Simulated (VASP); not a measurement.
A run of VASP 6.6.1 is set up as follows.

INCAR

```
SYSTEM = Mg
  ALGO = Normal
  EDIFF = 1E-7
  ENCUT = 520
  GGA = CA
  ISIF = 2
  ISMEAR = 0
  LASPH = .TRUE.
  LCHARG = .TRUE.
  LELF = .TRUE.
  LREAL = .FALSE.
  LVHAR = .TRUE.
  LWAVE = .FALSE.
  NBANDS = 9
  NELM = 60
  PREC = Accurate
  SIGMA = 0.1
```

Contents of KPOINTS:

```
k-points
0
G
  15 15 8
  0 0 0
```

Contents of POSCAR:

```
Mg
1.0
    3.1465729441      0.0000000000      0.0000000000
   -1.5732864721      2.7250121045      0.0000000000
    0.0000000000      0.0000000000      5.0386890199
Mg
2
Direct
    0.3333333333      0.6666666667      0.2500000000
    0.6666666667      0.3333333333      0.7500000000
```

Potentials or basis: VASP PAW LDA potentials, release 64 (Mg).

Launch:

```bash
$ cat potpaw_LDA.64/Mg/POTCAR > POTCAR
$ mpirun -np 1 vasp_std > vasp.out
```

**Question.** What does it give for the band gap on the k mesh?

**Answer.** Zero (bands 2 and 3 overlap by 2.05 eV).

**Question.** Predict the pressure.

**Answer.** -0.3 GPa.
